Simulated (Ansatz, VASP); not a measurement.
## TaRu: VASP beside Ansatz

File INCAR:

```
PREC     = Accurate       # precision mode
ENCUT    = 520            # plane-wave cutoff, eV
EDIFF    = 1E-8           # SCF threshold, eV
ISMEAR   = -1             # smearing method
SIGMA    = 0.05           # smearing width, eV
LREAL    = False          # projectors in reciprocal space
LASPH    = True           # aspherical terms in the spheres
NELM     = 60             # most SCF steps
ALGO     = Normal         # electronic algorithm
ISIF     = 2              # what is computed and relaxed
LWAVE    = False          # write WAVECAR
LCHARG   = False          # write CHGCAR
LEFG     = True         
NBANDS   = 20             # bands
```

The input KPOINTS:

```
Automatic mesh
0
Gamma
  11 11 10
```

Contents of POSCAR:

```
TaRu
1.0
    3.0530000000      0.0000000000      0.0000000000
    0.0000000000      3.0530000000      0.0000000000
    0.0000000000      0.0000000000      3.3551100000
Ta Ru
1 1
Direct
    0.5000000000      0.5000000000      0.5000000000
    0.0000000000      0.0000000000      0.0000000000
```

Input for Ansatz:

```yaml
crystal:
  lattice:
    - [3.053, 0.0, 0.0]
    - [0.0, 3.053, 0.0]
    - [0.0, 0.0, 3.35511]
  atoms:
    - { symbol: Ta, position: [0.5, 0.5, 0.5] }
    - { symbol: Ru, position: [0.0, 0.0, 0.0] }
kpoints:
  mp_grid: { grid: [11, 11, 10] }
scf:
  occupations: { method: fermi_dirac, width: 0.05 }
hamiltonian:
  xc: lda
  pseudopotentials: { kind: all_electron, datasets: crystal }
output:
  forces: true
  stress: true
  eigenvalues: true
  efg: { contact_densities: true }
```

Change from the starting cell: zz strain of -1 %, crystal datasets.

Alike in both runs: task electric field gradients; functional LDA; k mesh 11 × 11 × 10; occupations fermi-dirac, width 0.05 eV; no spin polarisation.

```csv
,VASP,Ansatz
version,VASP 6.6.1,Ansatz 0.2.0
potentials or method,"VASP PAW LDA potentials, release 64 (Ta_pv, Ru_pv), cutoff 520 eV","all-electron PAW with datasets made for the crystal, scalar-relativistic"
```

Ansatz gave:

| Quantity | Value |
| --- | --- |
| pressure (GPa) | -8.0 |
| traceless stress, the component that is largest in VASP (GPa) | 1.45 |
| size of Vzz on the site where it differs most (V/Å²) | 18.4 |

Which values does VASP return?

Pressure (GPa): -7.2; traceless stress, the component that is largest in VASP (GPa): 1.31; size of Vzz on the site where it differs most (V/Å²): 25.3.

LDA's correlation is that of Perdew and Zunger in VASP and of Perdew and Wang (1992) in Ansatz. Ansatz ran all-electron here, and VASP with PAW potentials.

Spin-orbit coupling is off throughout.
